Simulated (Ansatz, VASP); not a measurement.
# Two plane-wave programs on Ba

The input INCAR:

```
SYSTEM = Ba
PREC = Accurate
ENCUT = 600
EDIFF = 1E-7
ISMEAR = -1
SIGMA = 0.1
LREAL = .False.
LASPH = .True.
NELM = 100
ALGO = Normal
ISIF = 3
LWAVE = .False.
LCHARG = .False.
GGA = PE
IBRION = 2
NSW = 60
EDIFFG = -0.01
```

Contents of KPOINTS:

```
regular mesh
0
Gamma
  5 5 5
  0 0 0
```

POSCAR

```
Ba
1.0
   -2.4986240000      2.4986240000      2.4986240000
    2.4986240000     -2.4986240000      2.4986240000
    2.4986240000      2.4986240000     -2.4986240000
Ba
1
Direct
    0.0000000000      0.0000000000      0.0000000000
```

Input for Ansatz:

```yaml
crystal:
  lattice:
    - [-2.498624, 2.498624, 2.498624]
    - [2.498624, -2.498624, 2.498624]
    - [2.498624, 2.498624, -2.498624]
  atoms:
    - { symbol: Ba, position: [0.0, 0.0, 0.0] }
  symmetry: { tolerance: 0.0003 }
kpoints:
  mp_grid: { grid: [5, 5, 5], shift: [0, 0, 0] }
magnetization:
  spin_polarized: false
scf:
  occupations: { method: fermi_dirac }
  n_extra_bands: 8
  mixing: { preconditioner: ldos }
hamiltonian:
  pseudopotentials: { kind: paw }
  xc: pbe
basis:
  ecutwfc: 420
output:
  forces: true
  stress: true
  eigenvalues: true
relax:
  max_steps: 40
  cell: {}
```

Alike in both runs: task relaxation of cell and atoms; functional PBE; k mesh 5 × 5 × 5; no spin polarisation.

```csv
,VASP,Ansatz
version,VASP 6.6.1,Ansatz 0.2.0
potentials or method,"VASP PAW PBE potentials, release 64 (Ba_sv), cutoff 600 eV",PAW plane waves
occupations,"fermi-dirac, width 0.1 eV",fermi-dirac
valence electrons in the cell,10,10
```

Ansatz gave:

- gap on the k mesh at the Fermi level, each at its own relaxed structure (eV): none
- relaxed volume (Å³/atom): 62.40
- relaxed cell length with the largest relative difference (Å): 4.328

Q: What did VASP give for the same quantities?

A: gap on the k mesh at the Fermi level, each at its own relaxed structure (eV): none; relaxed volume (Å³/atom): 63.12; relaxed cell length with the largest relative difference (Å): 4.344.

A gap of «none» marks a metal or a gap that the smearing closes.

Neither program's run includes spin-orbit coupling.
